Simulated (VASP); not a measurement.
# Pd (Fm-3m) in VASP: further runs, part 2 of 2

VASP 6.6.1. Earlier steps stand in the parts before.

### 4 Single point, PBE, collinear spin, ferromagnetic start

This run uses another cell than the first one, of 15.03 Å³/atom, 0.981 times its volume.

The input, INCAR:

```
SYSTEM = Pd
ALGO = Normal
EDIFF = 1E-6
ENCUT = 500
GGA = PE
GGA_COMPAT = .False.
ISIF = 2
ISMEAR = 0
ISPIN = 2
LASPH = .True.
LCHARG = .False.
LMAXMIX = 4
LORBIT = 11
LREAL = .False.
LWAVE = .False.
MAGMOM = 1
NBANDS = 15
NELM = 200
PREC = Accurate
SIGMA = 0.1
```

The input, KPOINTS:

```
k-points
0
Gamma
  8 8 8
  0 0 0
```

The input, POSCAR:

```
Pd
1.0
    0.0000000000      1.9586507875      1.9586507875
    1.9586507875      0.0000000000      1.9586507875
    1.9586507875      1.9586507875      0.0000000000
Pd
1
Direct
    0.0000000000      0.0000000000      0.0000000000
```

Potentials or basis: VASP PAW PBE potentials, release 64 (Pd).

Started as:

```sh
$ cat potpaw_PBE.64/Pd/POTCAR > POTCAR
$ mpirun -np 1 vasp_std > vasp.out
```

OUTCAR:

```text
SYSTEM = Pd
   EDIFF = 1E-6
   ENCUT = 500
   GGA = PE
   ISIF = 2
   ISMEAR = 0
   ISPIN = 2
   LASPH = .True.
   LORBIT = 11
   LREAL = .False.
   NELM = 200
   PREC = Accurate

 ion  position               nearest neighbor table
   1  0.000  0.000  0.000-

  LATTYP: Found a face centered cubic cell.
 ALAT       =     3.9173015750

  Lattice vectors:

 A1 = (   0.0000000000,   1.9586507875,   1.9586507875)
 A2 = (   1.9586507875,   0.0000000000,   1.9586507875)
 A3 = (   1.9586507875,   1.9586507875,   0.0000000000)

Analysis of symmetry for initial positions (statically):
=====================================================================
 Subroutine PRICEL returns:
 Original cell was already a primitive cell.

 Routine SETGRP: Setting up the symmetry group for a
 face centered cubic supercell.

 Subroutine GETGRP returns: Found 48 space group operations
 (whereof 48 operations were pure point group operations)
 out of a pool of 48 trial point group operations.

The static configuration has the point symmetry O_h .

Analysis of symmetry for dynamics (positions and initial velocities):
=====================================================================
 Subroutine PRICEL returns:
 Original cell was already a primitive cell.

 Routine SETGRP: Setting up the symmetry group for a
 face centered cubic supercell.

 Subroutine GETGRP returns: Found 48 space group operations
 (whereof 48 operations were pure point group operations)
 out of a pool of 48 trial point group operations.

The dynamic configuration has the point symmetry O_h .

Analysis of structural, dynamic, and magnetic symmetry:
=====================================================================
 Subroutine PRICEL returns:
 Original cell was already a primitive cell.

 Routine SETGRP: Setting up the symmetry group for a
 face centered cubic supercell.
[... 163 lines left out ...]

 k-point     1 :       0.0000    0.0000    0.0000
  band No.  band energies     occupation
      1       2.4764      1.00000
      2       6.7558      1.00000
      3       6.7558      1.00000
      4       6.7558      1.00000
      5       8.3149      1.00000
      6       8.3149      1.00000
      7      26.6557      0.00000
      8      31.3202      0.00000
      9      31.3202      0.00000
     10      31.3202      0.00000
     11      35.8514      0.00000
     12      36.6505      0.00000
     13      39.7159      0.00000
     14      39.7159      0.00000
[... 403 lines left out ...]
      4       7.5954      1.00000
      5       9.3589      0.99884
      6      14.2894      0.00000
      7      16.7439      0.00000
      8      25.0075      0.00000
      9      25.2753      0.00000
     10      30.5174      0.00000
     11      35.9276      0.00000
     12      36.1894      0.00000
     13      39.7056      0.00000
     14      42.7699      0.00000
     15      43.3865      0.00000

 [... further k-points ...]

 spin component 2

 k-point     1 :       0.0000    0.0000    0.0000
  band No.  band energies     occupation
      1       2.4760      1.00000
      2       6.7485      1.00000
      3       6.7485      1.00000
      4       6.7485      1.00000
      5       8.3091      1.00000
      6       8.3091      1.00000
      7      26.6557      0.00000
      8      31.3203      0.00000
      9      31.3203      0.00000
     10      31.3203      0.00000
     11      35.8415      0.00000
     12      36.6492      0.00000
     13      39.7144      0.00000
     14      39.7144      0.00000
[... 403 lines left out ...]
      4       7.5895      1.00000
      5       9.3510      0.99920
      6      14.2869      0.00000
      7      16.7400      0.00000
      8      25.0064      0.00000
      9      25.2735      0.00000
     10      30.5166      0.00000
     11      35.9180      0.00000
     12      36.1861      0.00000
     13      39.7049      0.00000
     14      42.7647      0.00000
     15      43.3802      0.00000

 [... further k-points ...]

------------------------ aborting loop because EDIFF is reached ----------------------------------------

  FORCE on cell =-STRESS in cart. coord.  units (eV):
  Direction    XX          YY          ZZ          XY          YZ          ZX
  --------------------------------------------------------------------------------------
  -------------------------------------------------------------------------------------
  Total        0.3754189      0.3754189      0.3754189      0.0000000      0.0000000      0.0000000
  in kB       40.0244774     40.0244774     40.0244774      0.0000000      0.0000000      0.0000000
  external PRESSURE =      40.0244774 kB  Pullay stress =       0.0000000 kB

 VOLUME and BASIS-vectors are now :
 -----------------------------------------------------------------------------
  energy-cutoff  :      500.00
  volume of cell :       15.03
      direct lattice vectors                 reciprocal lattice vectors
     0.000000000  1.958650788  1.958650788    -0.255277767  0.255277767  0.255277767
     1.958650788  0.000000000  1.958650788     0.255277767 -0.255277767  0.255277767
     1.958650788  1.958650788  0.000000000     0.255277767  0.255277767 -0.255277767

 POSITION                                       TOTAL-FORCE (eV/Angst)
 -----------------------------------------------------------------------------------
      0.00000      0.00000      0.00000        -0.000000      0.000000      0.000000
 -----------------------------------------------------------------------------------
    total drift:                                0.000000      0.000000      0.000000

  FREE ENERGIE OF THE ION-ELECTRON SYSTEM (eV)
  ---------------------------------------------------
  free  energy   TOTEN  =        -5.1998150397 eV

  energy  without entropy=       -5.1883814729  energy(sigma->0) =       -5.19409826

 total charge

# of ion       s       p       d       tot
------------------------------------------
    1        0.473   0.451   8.484   9.407

 magnetization (x)

# of ion       s       p       d       tot
------------------------------------------
    1        0.000   0.000  -0.009  -0.009
```

OSZICAR:

```text
N       E                     dE             d eps       ncg     rms          rms(c)
DAV:   1     0.463609543325E+02    0.46361E+02   -0.44668E+03  1756   0.572E+02
DAV:   2    -0.462784140562E+01   -0.50989E+02   -0.48599E+02  2286   0.157E+02
DAV:   3    -0.542315550826E+01   -0.79531E+00   -0.79353E+00  2251   0.196E+01
DAV:   4    -0.542568466158E+01   -0.25292E-02   -0.25290E-02  2120   0.116E+00
DAV:   5    -0.542570223867E+01   -0.17577E-04   -0.17577E-04  2238   0.842E-02    0.773E+00
DAV:   6    -0.520340442587E+01    0.22230E+00   -0.96066E-01  2412   0.637E+00    0.389E+00
DAV:   7    -0.520035127294E+01    0.30532E-02   -0.88948E-03  2183   0.600E-01    0.209E+00
DAV:   8    -0.519922118471E+01    0.11301E-02   -0.34918E-03  2377   0.274E-01    0.105E+00
DAV:   9    -0.519950846498E+01   -0.28728E-03   -0.12120E-03  2315   0.173E-01    0.888E-02
DAV:  10    -0.519954162741E+01   -0.33162E-04   -0.17451E-05  2226   0.289E-02    0.832E-02
DAV:  11    -0.519967946510E+01   -0.13784E-03   -0.22418E-04  2391   0.683E-02    0.535E-02
DAV:  12    -0.519973956186E+01   -0.60097E-04   -0.11368E-04  2419   0.515E-02    0.279E-02
DAV:  13    -0.519975726571E+01   -0.17704E-04   -0.19464E-05  2433   0.220E-02    0.251E-02
DAV:  14    -0.519979910575E+01   -0.41840E-04   -0.27340E-04  2454   0.769E-02    0.108E-02
DAV:  15    -0.519981081198E+01   -0.11706E-04   -0.11448E-04  2475   0.504E-02    0.494E-03
DAV:  16    -0.519981363348E+01   -0.28215E-05   -0.23147E-05  2433   0.225E-02    0.300E-03
DAV:  17    -0.519981504406E+01   -0.14106E-05   -0.13576E-04  2475   0.539E-02    0.269E-03
DAV:  18    -0.519981503973E+01    0.43224E-08   -0.12563E-06  1795   0.772E-03
   1 F= -.51998150E+01 E0= -.51940983E+01  d E =-.114336E-01  mag=    -0.0007
```

Run time: 14 s. Hardware: 1 thread of Intel Xeon Platinum 8488C (Sapphire Rapids), shared host; peak memory 0.13 GiB.

What came out:

```yaml
Free_energy: -5.1998 eV
Pressure: 4.0 GPa
Band_gap_on_the_k_mesh: zero (filled and empty bands overlap)
Net_moment: -0.01 μB per cell
Valence_electrons_inside_the_program's_atomic_spheres: Pd 9.41
```

### 5 Summary

| task | spin | cell | k mesh | cutoff (eV) | gap on the mesh (eV) | pressure (GPa) |
| --- | --- | --- | --- | --- | --- | --- |
| single point | off | a = 2.788 Å, angles 60.0°, 1 atom | 18 × 18 × 18 | 520 | none | -0.3 |
| relaxation of cell and atoms | off | relaxed from a = 2.770 Å, angles 60.0°, 1 atom | 18 × 18 × 18 | 600 | none | 0.0 |
| single point | collinear, ferromagnetic start | a = 2.770 Å, angles 60.0°, 1 atom | 8 × 8 × 8 | 500 | none | 4.0 |

Alike in all rows: level PBE; potentials or basis VASP PAW PBE potentials, release 64 (Pd); smearing gaussian 0.1 eV.

Total energies depend on the potentials used, so only differences within one code and one set of settings carry meaning.
